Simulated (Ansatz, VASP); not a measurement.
# BN in VASP and in Ansatz

```
B N
1.0
     0.00000    1.83871    1.83871
     1.83871    0.00000    1.83871
     1.83871    1.83871    0.00000
B N
1 1
Direct
  0.00000 0.00000 0.00000
  0.75000 0.75000 0.75000
```

Alike in both runs: task single point; functional PBEsol; k mesh 12 × 12 × 12; occupations gaussian, width 0.02 eV; no spin polarisation.

|  | VASP | Ansatz |
| --- | --- | --- |
| version | VASP 6.6.1 | Ansatz 0.2.0 |
| potentials or method | VASP PAW PBE potentials, release 64 (B, N), cutoff 520 eV | scalar-relativistic, plane waves, PAW |
| valence electrons in the cell | 8 | 8 |

VASP gave:

* gap on the k mesh at the Fermi level (eV): 4.22
* least direct gap on the mesh (eV): 8.52
* pressure (GPa): -20.0

Problem. Which values does Ansatz return?

Solution. gap on the k mesh at the Fermi level (eV): 4.23; least direct gap on the mesh (eV): 8.53; pressure (GPa): -20.4.

VASP's potentials were made for PBE, not for PBEsol.
